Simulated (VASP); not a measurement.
A run of VASP 6.6.1 is set up as follows.

The input INCAR:

```
PREC = Accurate
ENCUT = 520
EDIFF = 1E-7
ISMEAR = 1
SIGMA = 0.1
LREAL = False
LASPH = True
NELM = 60
ALGO = Normal
ISIF = 2
LWAVE = False
LCHARG = True
GGA = PE
LELF = True
LVHAR = True
NBANDS = 14
```

Contents of KPOINTS:

```
Automatic mesh
0
Gamma
  9 9 9
```

File POSCAR:

```
HfB
1.0
    0.0000000000      2.3700266621      2.3700266621
    2.3700266621      0.0000000000      2.3700266621
    2.3700266621      2.3700266621      0.0000000000
Hf B
1 1
Direct
    0.5000000000      0.5000000000      0.5000000000
    0.0000000000      0.0000000000      0.0000000000
```

Potentials or basis: VASP PAW PBE potentials, release 64 (Hf_pv, B).

Run with:

```sh
$ cat potpaw_PBE.64/Hf_pv/POTCAR potpaw_PBE.64/B/POTCAR > POTCAR
$ mpirun -np 1 vasp_std > vasp.out
```

**Question.** Predict the pressure.

**Answer.** 11.5 GPa.
